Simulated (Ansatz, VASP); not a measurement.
**Ga: VASP beside Ansatz**

File POSCAR:

```
Ga
1.0
    2.2463216903     -3.8047911717      0.0000000000
    2.2463216903      3.8047911717      0.0000000000
    0.0000000000      0.0000000000      4.4936366690
Ga
4
Direct
    0.3451000000      0.6549000000      0.4190000000
    0.1549000000      0.8451000000      0.9190000000
    0.6549000000      0.3451000000      0.5810000000
    0.8451000000      0.1549000000      0.0810000000
```

Contents of INCAR.step1:

```
SYSTEM = Ga
  PREC = Accurate
  ENCUT = 520
  ISMEAR = -1
  SIGMA = 0.05
  LREAL = .False.
  LASPH = .True.
  NELM = 60
  NBANDS = 34
  GGA = PE
  ALGO = Normal
  EDIFF = 1E-4
  LWAVE = .True.
  LCHARG = .False.
```

File INCAR.step2:

```
SYSTEM = Ga
  PREC = Accurate
  ENCUT = 520
  EDIFF = 1E-6
  ISMEAR = -1
  SIGMA = 0.05
  LREAL = .False.
  LASPH = .True.
  NELM = 60
  ALGO = Normal
  ISIF = 2
  LWAVE = .False.
  LCHARG = .False.
  METAGGA = R2SCAN
  LMIXTAU = .True.
  NBANDS = 34
  ISTART = 1
```

The input KPOINTS:

```
Automatic mesh
0
Gamma
  7 7 6
  0 0 0
```

Contents of input.yaml:

```yaml
crystal:
  lattice:
    - [2.2463216903, -3.8047911717, 0.0]
    - [2.2463216903, 3.8047911717, 0.0]
    - [0.0, 0.0, 4.493636669]
  atoms:
    - { symbol: Ga, position: [0.3451, 0.6549, 0.419] }
    - { symbol: Ga, position: [0.1549, 0.8451, 0.919] }
    - { symbol: Ga, position: [0.6549, 0.3451, 0.581] }
    - { symbol: Ga, position: [0.8451, 0.1549, 0.081] }
hamiltonian:
  xc: r2scan
  pseudopotentials: { kind: paw }
kpoints:
  mp_grid: { grid: [7, 7, 6] }
scf:
  occupations: { method: fermi_dirac, width: 0.05 }
output:
  forces: true
  stress: true
  eigenvalues: true
```

Alike in both runs: task single point; functional r2SCAN; k mesh 7 × 7 × 6; occupations fermi-dirac, width 0.05 eV; no spin polarisation.

|  | VASP | Ansatz |
| --- | --- | --- |
| version | VASP 6.6.1 | Ansatz 0.2.0 |
| potentials or method | VASP PAW PBE potentials, release 64 (Ga_d) | Ansatz PAW |
| plane-wave cutoff (eV) | 520 | 500 |
| valence electrons in the cell | 52 | 52 |

VASP gave:

| Item | Value |
| --- | --- |
| gap on the k mesh at the Fermi level (eV) | none |
| pressure (GPa) | 0.1 |
| traceless stress, the component that is largest in VASP (GPa) | -1.37 |
| rms of the force components (eV/Å) | 0.082 |

Task: Estimate Ansatz's values.

Result: gap on the k mesh at the Fermi level (eV): none; pressure (GPa): -0.1; traceless stress, the component that is largest in VASP (GPa): -1.43; rms of the force components (eV/Å): 0.084.

VASP's potentials were made for PBE, not for r2SCAN. Atom by atom the forces differ by 0.002 eV/Å (rms over components). A gap of «none» marks a metal or a gap that the smearing closes.
